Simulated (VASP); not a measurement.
# Fe (P6_3/mmc) in VASP: further runs

Fe is run at these levels: PBE; tasks: single point.

Program: VASP 6.6.1. These are calculated values, not measurements. Logs are shortened: lines on timing, memory, paths and dates and some standing lists are left out, and cuts for length are marked.

### 1 The cell of the first run

The structure is hexagonal, space group P6_3/mmc (No. 194). Conventional cell: a = 2.384 Å, b = 2.384 Å, c = 3.764 Å, α = 90.00°, β = 90.00°, γ = 120.00°. Within 3.1 Å of Fe (site symmetry -6m2) lie 12 Fe at 2.33 to 2.38 Å.

### 2 Single point, PBE (volume scaled by 0.94)

The input, INCAR:

```
SYSTEM = Fe
PREC     = Accurate       ! precision mode
ENCUT    = 520            ! plane-wave cutoff, eV
EDIFF    = 1E-7           ! SCF threshold, eV
ISMEAR   = -1             ! smearing method
SIGMA    = 0.08           ! smearing width, eV
LREAL    = .FALSE.        ! projectors in reciprocal space
LASPH    = .TRUE.         ! aspherical terms in the spheres
NELM     = 100            ! most SCF steps
ALGO     = Normal         ! electronic algorithm
ISIF     = 2              ! what is computed and relaxed
LWAVE    = .FALSE.        ! write WAVECAR
LCHARG   = .FALSE.        ! write CHGCAR
GGA      = PE             ! functional
NBANDS   = 15             ! bands
```

The input, KPOINTS:

```
Automatic mesh
0
G
  17 17 10
  0 0 0
```

The input, POSCAR:

```
Fe
1.0
    2.3844669570      0.0000000000      0.0000000000
   -1.1922334785      2.0650089592      0.0000000000
    0.0000000000      0.0000000000      3.7635056374
Fe
2
Direct
    0.3333333333      0.6666666667      0.2500000000
    0.6666666667      0.3333333333      0.7500000000
```

Potentials or basis: VASP PAW PBE potentials, release 64 (Fe).

Command:

```
> cat potpaw_PBE.64/Fe/POTCAR > POTCAR
> mpirun -np 1 vasp_std > vasp.out
```

OUTCAR:

```text
SYSTEM = Fe
   PREC = Accurate
   ENCUT = 520
   EDIFF = 1E-7
   ISMEAR = -1
   LREAL = .FALSE.
   LASPH = .TRUE.
   NELM = 100
   ISIF = 2
   GGA = PE

 ion  position               nearest neighbor table
   1  0.333  0.667  0.250-   2 2.33   2 2.33   2 2.33   2 2.33   2 2.33   2 2.33
   2  0.667  0.333  0.750-   1 2.33   1 2.33   1 2.33   1 2.33   1 2.33   1 2.33

  LATTYP: Found a hexagonal cell.
 ALAT       =     2.3844669570
 C/A-ratio  =     1.5783425417

  Lattice vectors:

 A1 = (   2.3844669570,   0.0000000000,   0.0000000000)
 A2 = (  -1.1922334785,   2.0650089592,   0.0000000000)
 A3 = (   0.0000000000,   0.0000000000,   3.7635056374)

Analysis of symmetry for initial positions (statically):
=====================================================================
 Subroutine PRICEL returns:
 Original cell was already a primitive cell.

 Routine SETGRP: Setting up the symmetry group for a
 hexagonal supercell.

 Subroutine GETGRP returns: Found 24 space group operations
 (whereof 12 operations were pure point group operations)
 out of a pool of 24 trial point group operations.

The static configuration has the point symmetry D_3d.
 The point group associated with its full space group is D_6h.

Analysis of symmetry for dynamics (positions and initial velocities):
=====================================================================
 Subroutine PRICEL returns:
 Original cell was already a primitive cell.

 Routine SETGRP: Setting up the symmetry group for a
 hexagonal supercell.

 Subroutine GETGRP returns: Found 24 space group operations
 (whereof 12 operations were pure point group operations)
 out of a pool of 24 trial point group operations.

The dynamic configuration has the point symmetry D_3d.
 The point group associated with its full space group is D_6h.

 Subroutine INISYM returns: Found 24 space group operations
 (whereof 12 operations are pure point group operations),
 and found     1 'primitive' translations

----------------------------------------------------------------------------------------

                                     Primitive cell

  volume of cell :      18.5313

  direct lattice vectors                    reciprocal lattice vectors
     2.384466957  0.000000000  0.000000000     0.419380943  0.242129700  0.000000000
    -1.192233478  2.065008959  0.000000000     0.000000000  0.484259400  0.000000000
     0.000000000  0.000000000  3.763505637     0.000000000  0.000000000  0.265709712

  length of vectors
     2.384466957  2.384466957  3.763505637     0.484259400  0.484259400  0.265709712

  position of ions in fractional coordinates (direct lattice)
     0.333333333  0.666666667  0.250000000
     0.666666667  0.333333333  0.750000000

  ion indices of the primitive-cell ions
   primitive index   ion index
                 1           1
                 2           2

----------------------------------------------------------------------------------------

 KPOINTS: Automatic mesh

Automatic generation of k-mesh.
 Grid dimensions read from file:
 generate k-points for:   17   17   10

 Generating k-lattice:

  Cartesian coordinates                     Fractional coordinates (reciprocal lattice)
     0.024669467  0.014242924  0.000000000     0.058823529 -0.000000000  0.000000000
     0.000000000  0.028485847  0.000000000     0.000000000  0.058823529  0.000000000
     0.000000000  0.000000000  0.026570971     0.000000000  0.000000000  0.100000000

  Length of vectors
     0.028485847  0.028485847  0.026570971

  Shift w.r.t. Gamma in fractional coordinates (k-lattice)
     0.000000000  0.000000000  0.000000000

 Subroutine IBZKPT returns following result:
 ===========================================

 Found    198 irreducible k-points:

 Following reciprocal coordinates:
            Coordinates               Weight
  0.000000  0.000000  0.000000      1.000000
  0.058824  0.000000  0.000000      6.000000
  0.117647  0.000000  0.000000      6.000000
  0.176471  0.000000  0.000000      6.000000
  0.235294  0.000000  0.000000      6.000000
  0.294118  0.000000  0.000000      6.000000
[... 16 lines left out ...]
  0.411765  0.117647  0.000000     12.000000
  0.176471  0.176471  0.000000      6.000000
 [... further k-points ...]
   k-points           NKPTS =    198   k-points in BZ     NKDIM =    198   number of bands    NBANDS=     15
   number of dos      NEDOS =    301   number of ions     NIONS =      2
   total plane-waves  NPLWV =   9072
   dimension x,y,z NGX =    18 NGY =   18 NGZ =   28
   dimension x,y,z NGXF=    36 NGYF=   36 NGZF=   56
   ions per type =               2
   NGX,Y,Z   is equivalent  to a cutoff of  12.55, 12.55, 12.37 a.u.
   NGXF,Y,Z  is equivalent  to a cutoff of  25.10, 25.10, 24.74 a.u.
 SYSTEM =  Fe
   PREC   = accura    normal or accurate (medium, high low for compatibility)
   ISTART =      0    job   : 0-new  1-cont  2-samecut
   ICHARG =      2    charge: 1-file 2-atom 10-const
   ISPIN  =      1    spin polarized calculation?
   LNONCOLLINEAR =      F non collinear calculations
   LSORBIT =      F    spin-orbit coupling
   LASPH  =      T    aspherical Exc in radial PAW
   ENCUT  =  520.0 eV  38.22 Ry    6.18 a.u.   4.43  4.43  7.00*2*pi/ulx,y,z
   NELM   =    100;   NELMIN=  2; NELMDL= -5     # of ELM steps
   EDIFF  = 0.1E-06   stopping-criterion for ELM
   LREAL  =      F    real-space projection
   EDIFFG = 0.1E-05   stopping-criterion for IOM
   NSW    =      0    number of steps for IOM
   IBRION =     -1    ionic relax: 0-MD 1-quasi-New 2-CG
   NFREE  =      0    steps in history (QN), initial steepest desc. (CG)
   ISIF   =      2    stress and relaxation
   ISYM   =      2    0-nonsym 1-usesym 2-fastsym
   POTIM  = 0.5000    time-step for ionic-motion
   TEBEG  =    0.0;   TEEND  =   0.0 temperature during run
   PSTRESS=    0.0 pullay stress
   NELECT =      16.0000    total number of electrons
   NUPDOWN=      -1.0000    fix difference up-down
   EMIN   =  10.00;   EMAX   =-10.00  energy-range for DOS
   EFERMI =   0.00;   METHOD = LEGACY
   ISMEAR =    -1;   SIGMA  =   0.08  broadening in eV -4-tet -1-fermi 0-gaus
   EFERMI_NEDOS =   21; number of points for ismear=-14 and -15
   IALGO  =     38    algorithm
   IMIX   =      4    mixing-type and parameters
     AMIX     =   0.40;   BMIX     =  1.00
     AMIX_MAG =   1.60;   BMIX_MAG =  1.00
  volume/ion in A,a.u.               =       9.27        62.53
  Fermi-wavevector in a.u.,A,eV,Ry     =   1.558881  2.945857 33.063641  2.430109
  Thomas-Fermi vector in A             =   2.662321
   LORBIT       =      0    0 simple, 1 ext, 2 COOP (PROOUT), +10 PAW based schemes
   GGA     = PE    functional components
   LHFCALC =     F    Hartree Fock is set to
   AEXX    =    0.0000 exact exchange contribution
   IVDW    =     0    specifies the selected vdW correction
   LEPSILON=     F    determine dielectric tensor
   LRPA    =     F    only Hartree local field effects (RPA)
 non-spin polarized calculation
  energy-cutoff  :      520.00
  volume of cell :       18.53
 maximum number of plane-waves:       523
 NGX is ok and might be reduce to    18
   NGX =  9   NGY =  9   NGZ = 13

 number of electron      16.0000000 magnetization

 Free energy of the ion-electron system (eV)
  ---------------------------------------------------
  ext. energy  EPLUGINS =         0.00000000
  ---------------------------------------------------
  free energy    TOTEN  =       -16.15667118 eV

  energy without entropy =      -16.10763070  energy(sigma->0) =      -16.13215094

 E-fermi :   8.0496     XC(G=0): -14.3571

 val. band max:        8.0436098006   @ k =   0.2941   0.0000   0.2000
 cond. band min:       8.0524567684   @ k =   0.2941   0.0000   0.0000
 fundamental gap:      0.0088469678
 Fermi energy:         8.0496081033

 k-point     1 :       0.0000    0.0000    0.0000
  band No.  band energies     occupation
      1      -1.4280      2.00000
      2       2.5090      2.00000
      3       6.1399      2.00000
      4       6.1399      2.00000
      5       6.3079      2.00000
      6       6.6840      2.00000
      7       6.6840      2.00000
      8       7.0678      1.99999
      9       7.0678      1.99999
     10       8.6597      0.00097
     11       8.8601      0.00008
     12       8.8601      0.00008
     13      17.8618      0.00000
     14      30.6844      0.00000
     15      34.6938      0.00000

 k-point     2 :       0.0588    0.0000    0.0000
  band No.  band energies     occupation
      1      -1.2886      2.00000
      2       2.6015      2.00000
      3       5.9322      2.00000
      4       6.2229      2.00000
      5       6.4817      2.00000
      6       6.6422      2.00000
      7       6.7566      2.00000
      8       6.9645      2.00000
      9       7.0093      2.00000
     10       7.7232      1.96677
     11       8.8891      0.00006
     12       9.9723      0.00000
     13      17.8646      0.00000
     14      30.2741      0.00000
     15      33.3907      0.00000

 k-point     3 :       0.1176    0.0000    0.0000
  band No.  band energies     occupation
      1      -0.8801      2.00000
      2       2.8561      2.00000
      3       5.6140      2.00000
      4       6.4091      2.00000
      5       6.4651      2.00000
      6       6.5007      2.00000
      7       6.7571      2.00000
      8       6.8527      2.00000
      9       6.9677      2.00000
     10       7.1863      1.99996
     11       8.9618      0.00002
     12      11.2862      0.00000
     13      17.8772      0.00000
     14      28.6960      0.00000
     15      32.0825      0.00000
[... 343 lines left out ...]
 k-point    23 :       0.4118    0.1176    0.0000
  band No.  band energies     occupation
      1       3.1364      2.00000
      2       3.3579      2.00000
      3       3.3613      2.00000
      4       5.3696      2.00000
      5       5.7131      2.00000
      6       6.2492      2.00000
      7       6.8716      2.00000
      8       8.9222      0.00004
      9       9.0571      0.00001
     10       9.1987      0.00000
     11      11.3496      0.00000
     12      14.1353      0.00000
     13      20.5682      0.00000
     14      21.2628      0.00000
     15      22.1899      0.00000

 k-point    24 :       0.1765    0.1765    0.0000
  band No.  band energies     occupation
      1       1.7685      2.00000
      2       3.9042      2.00000
      3       4.2563      2.00000
      4       4.4400      2.00000
      5       5.8709      2.00000
      6       6.3323      2.00000
      7       6.7798      2.00000
      8       7.5118      1.99760
      9       8.1682      0.37024
     10       8.7812      0.00021
     11       9.1104      0.00000
     12      16.0728      0.00000
     13      18.1979      0.00000
     14      22.4500      0.00000
     15      23.4032      0.00000

 [... further k-points ...]

------------------------ aborting loop because EDIFF is reached ----------------------------------------

  FORCE on cell =-STRESS in cart. coord.  units (eV):
  Direction    XX          YY          ZZ          XY          YZ          ZX
  --------------------------------------------------------------------------------------
  -------------------------------------------------------------------------------------
  Total        3.8321364      3.8321364      4.0849866      0.0000000      0.0000000      0.0000000
  in kB      331.3185226    331.3185226    353.1794321      0.0000000      0.0000000      0.0000000
  external PRESSURE =     338.6054924 kB  Pullay stress =       0.0000000 kB

 VOLUME and BASIS-vectors are now :
 -----------------------------------------------------------------------------
  energy-cutoff  :      520.00
  volume of cell :       18.53
      direct lattice vectors                 reciprocal lattice vectors
     2.384466957  0.000000000  0.000000000     0.419380943  0.242129700  0.000000000
    -1.192233478  2.065008959  0.000000000     0.000000000  0.484259400  0.000000000
     0.000000000  0.000000000  3.763505637     0.000000000  0.000000000  0.265709712

 POSITION                                       TOTAL-FORCE (eV/Angst)
 -----------------------------------------------------------------------------------
     -0.00000      1.37667      0.94088         0.000000     -0.000000      0.000000
      1.19223      0.68834      2.82263        -0.000000      0.000000      0.000000
 -----------------------------------------------------------------------------------
    total drift:                                0.000000     -0.000000     -0.000000

  FREE ENERGIE OF THE ION-ELECTRON SYSTEM (eV)
  ---------------------------------------------------
  free  energy   TOTEN  =       -16.1566711791 eV

  energy  without entropy=      -16.1076307033  energy(sigma->0) =      -16.13215094
```

Wall time 30 s (1 thread of Intel Xeon Platinum 8488C (Sapphire Rapids), shared host); peak memory 0.16 GiB.

Results:

| Item | Value |
| --- | --- |
| Free energy | -16.1567 eV |
| Pressure | 33.9 GPa |
| Band gap on the k mesh | zero (band 8 reaches 9.01 eV, above the bottom of band 9 at 6.91 eV) |

Caveat: the run has no spin polarisation, though such a crystal can be magnetic. Spin polarisation is off, so any magnetic state and its effect on volume and gap are missing.

### 3 Single point, PBE (volume scaled by 0.96)

The input, INCAR:

```
ALGO = Normal
EDIFF = 1E-6
ENCUT = 520
GGA = PE
ISIF = 2
ISMEAR = -1
LASPH = T
LCHARG = T
LELF = T
LREAL = F
LVHAR = T
LWAVE = F
NBANDS = 15
NELM = 60
PREC = Accurate
SIGMA = 0.08
```

The input, KPOINTS:

```
k-points
0
Gamma
  17 17 10
```

The input, POSCAR:

```
Fe
1.0
    2.4012595311      0.0000000000      0.0000000000
   -1.2006297656      2.0795517550      0.0000000000
    0.0000000000      0.0000000000      3.7900100715
Fe
2
Direct
    0.3333333333      0.6666666667      0.2500000000
    0.6666666667      0.3333333333      0.7500000000
```

Potentials or basis: VASP PAW PBE potentials, release 64 (Fe).

Command:

```
> cat potpaw_PBE.64/Fe/POTCAR > POTCAR
> mpirun -np 1 vasp_std > vasp.out
```

It took 28 s on 1 thread of Intel Xeon Platinum 8488C (Sapphire Rapids), shared host; peak memory 0.16 GiB.

The run converged. Its results:

| Item | Value |
| --- | --- |
| Free energy | -16.2289 eV |
| Pressure | 25.1 GPa |
| Band gap on the k mesh | zero (band 8 reaches 8.71 eV, above the bottom of band 9 at 6.69 eV) |

Stress tensor (GPa, compression positive):
```
24.48  0.00  0.00
 0.00 24.48  0.00
 0.00  0.00 26.28
```

Levels at points of the mesh, in eV from the Fermi level:
| k point | band 4 | band 5 | band 6 | band 7 | band 8 | band 9 | band 10 | band 11 | band 12 | band 13 |
| --- | --- | --- | --- | --- | --- | --- | --- | --- | --- | --- |
| (0.00, 0.00, 0.00) | -1.85 | -1.69 | -1.32 | -1.32 | -0.95 | -0.95 | 0.60 | 0.79 | 0.79 | 9.58 |
| (0.00, 0.00, 0.50) | -2.28 | -1.98 | -1.98 | -1.98 | -1.98 | 0.36 | 0.36 | 0.36 | 0.36 | 18.11 |

Caveat: the run has no spin polarisation, though such a crystal can be magnetic.

[end of part 1 of 2]
